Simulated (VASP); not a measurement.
Here is a VASP 6.6.1 calculation.

The input INCAR:

```
PREC = Accurate
ENCUT = 520
EDIFF = 1E-7
ISMEAR = -1
SIGMA = 0.05
LREAL = F
LASPH = T
NELM = 80
ALGO = Normal
ISIF = 2
LWAVE = F
LCHARG = F
GGA = PE
NBANDS = 12
```

The input KPOINTS:

```
regular mesh
0
Gamma
  12 12 7
```

The input POSCAR:

```
Sb
1.0
    3.3690001795      0.0000000000      0.0000000000
   -1.6845000898      2.9176397408      0.0000000000
    0.0000000000      0.0000000000      5.3300000000
Sb
2
Direct
    0.3333333333      0.6666666667      0.2500000000
    0.6666666667      0.3333333333      0.7500000000
```

Potentials or basis: VASP PAW PBE potentials, release 64 (Sb).

Command:

```console
$ cat potpaw_PBE.64/Sb/POTCAR > POTCAR
$ mpirun -np 1 vasp_std > vasp.out
```

(1) What does it give for the band gap on the k mesh?

(2) Predict the pressure.

## Answers

(1) zero (band 5 reaches 12.92 eV, above the bottom of band 6 at 5.95 eV).

(2) 2.9 GPa.

Caveat: spin-orbit coupling is left out, which moves the levels of the heavy elements.
